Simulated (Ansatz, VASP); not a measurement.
## Au in VASP and in Ansatz

```
Au
1.0
     0.00000    2.03500    2.07570
     2.03500    0.00000    2.07570
     2.03500    2.03500    0.00000
Au
1
Cartesian
  0.0000 0.0000 0.0000
```

Alike in both runs: task single point; functional PBE; k mesh 9 × 9 × 9; occupations fermi-dirac, width 0.05 eV; no spin polarisation.

|  | VASP | Ansatz |
| --- | --- | --- |
| version | VASP 6.6.1 | Ansatz 0.2.0 |
| potentials or method | VASP PAW PBE potentials, release 64 (Au) | Ansatz PAW |
| plane-wave cutoff (eV) | 520 | 420 |
| valence electrons in the cell | 11 | 19 |

Ansatz gave:

- gap on the k mesh at the Fermi level (eV): none
- pressure (GPa): 7.0
- traceless stress, the component that is largest in VASP (GPa): -0.74

Q: Which values does VASP return?

A: gap on the k mesh at the Fermi level (eV): none; pressure (GPa): 6.7; traceless stress, the component that is largest in VASP (GPa): -0.74.

A gap of «none» marks a metal or a gap that the smearing closes. With one functional, cell and mesh, what is left measures potentials, basis and numerics. VASP's potentials hold 11 valence electrons a cell and Ansatz's 19, so a difference there can come from the potentials and not from the codes.

Neither program's run includes spin-orbit coupling.
